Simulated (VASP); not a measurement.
Here is a VASP 6.6.1 calculation.

File INCAR:

```
SYSTEM = Ta
ALGO = Fast ; EDIFF = 1E-6
EDIFFG = -0.01 ; ENCUT = 600
GGA = PE ; IBRION = 2
ISIF = 3 ; ISMEAR = 0
LASPH = .TRUE. ; LCHARG = .FALSE.
LREAL = .FALSE. ; LWAVE = .FALSE.
NELM = 100 ; NSW = 100
PREC = Accurate ; SIGMA = 0.1
```

Contents of KPOINTS:

```
k-points
0
G
  22 22 22
  0 0 0
```

POSCAR

```
Ta
1.0
    0.0000000000      2.1167100431      2.1167100431
    2.1167100431      0.0000000000      2.1167100431
    2.1167100431      2.1167100431      0.0000000000
Ta
1
Direct
    0.0000000000      0.0000000000      0.0000000000
```

Potentials or basis: VASP PAW PBE potentials, release 64 (Ta_pv).

Command:

```console
$ cat potpaw_PBE.64/Ta_pv/POTCAR > POTCAR
$ mpirun -np 1 vasp_std > vasp.out
```

**Question.** What does it give for the relaxed cell?

**Answer.** a = 2.986 Å, b = 2.986 Å, c = 2.986 Å, α = 60.00°, β = 60.00°, γ = 60.00°.

**Question.** Predict the band gap on the k mesh.

**Answer.** Zero (an odd number of electrons rules out a gap without spin polarisation).

**Question.** Estimate the relaxed volume.

**Answer.** 18.83 Å³/atom.

**Question.** Predict the space group after relaxing (to 0.1 Å).

**Answer.** Fm-3m (No. 225).

Final structure:
```yaml
crystal:
  lattice:
    - [0.00000, 2.11159, 2.11159]
    - [2.11159, 0.00000, 2.11159]
    - [2.11159, 2.11159, 0.00000]
  atoms:
    - { symbol: Ta, position: [0.00000, 0.00000, 0.00000] }
```

Caveat: spin-orbit coupling is left out, which moves the levels of the heavy elements.
